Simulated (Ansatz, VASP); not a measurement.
## AlN in VASP and in Ansatz

Contents of INCAR:

```
SYSTEM = AlN
PREC = Accurate
ENCUT = 520
EDIFF = 1E-8
ISMEAR = -1
SIGMA = 0.02
LREAL = .FALSE.
LASPH = .TRUE.
NELM = 120
ALGO = Normal
ISIF = 2
LWAVE = .FALSE.
LCHARG = .FALSE.
GGA = PE
LEFG = .TRUE.
NBANDS = 11
GGA_COMPAT = .FALSE.
```

Contents of KPOINTS:

```
Automatic mesh
0
G
  10 10 10
  0 0 0
```

POSCAR

```
AlN
1.0
    0.0000000000      1.9780000000      1.9186600000
    1.9780000000      0.0000000000      1.9186600000
    1.9780000000      1.9780000000      0.0000000000
Al N
1 1
Direct
    0.0000000000      0.0000000000      0.0000000000
    0.5000000000      0.5000000000      0.5000000000
```

Input for Ansatz:

```yaml
crystal:
  lattice:
    - [0.0, 1.978, 1.91866]
    - [1.978, 0.0, 1.91866]
    - [1.978, 1.978, 0.0]
  atoms:
    - { symbol: Al, position: [0.0, 0.0, 0.0] }
    - { symbol: "N", position: [0.5, 0.5, 0.5] }
kpoints:
  mp_grid: { grid: [10, 10, 10] }
scf:
  occupations: { method: fermi_dirac, width: 0.02 }
hamiltonian:
  xc: pbe
  pseudopotentials: { kind: all_electron, datasets: crystal }
output:
  forces: true
  stress: true
  eigenvalues: true
  efg: { contact_densities: true }
```

Change from the starting cell: zz strain of -3 %, crystal datasets.

Alike in both runs: task electric field gradients; functional PBE; k mesh 10 × 10 × 10; occupations fermi-dirac, width 0.02 eV; no spin polarisation.

|  | VASP | Ansatz |
| --- | --- | --- |
| version | VASP 6.6.1 | Ansatz 0.2.0 |
| potentials or method | VASP PAW PBE potentials, release 64 (Al, N), cutoff 520 eV | all-electron PAW with datasets made for the crystal, scalar-relativistic |

|  | VASP | Ansatz | Ansatz less VASP |
| --- | --- | --- | --- |
| gap on the k mesh at the Fermi level (eV) | 4.84 | 4.85 | +0.002 |
| pressure (GPa) | 37.1 | 37.3 | +0.26 |
| traceless stress, the component that is largest in VASP (GPa) | 10.33 | 10.35 | +0.020 |
| size of Vzz on the site where it differs most (V/Å²) | 13.4 | 12.9 | -0.45 |

Both programs put the cell under a high pressure, so it lies far from rest at this level. Ansatz ran all-electron here, and VASP with PAW potentials.
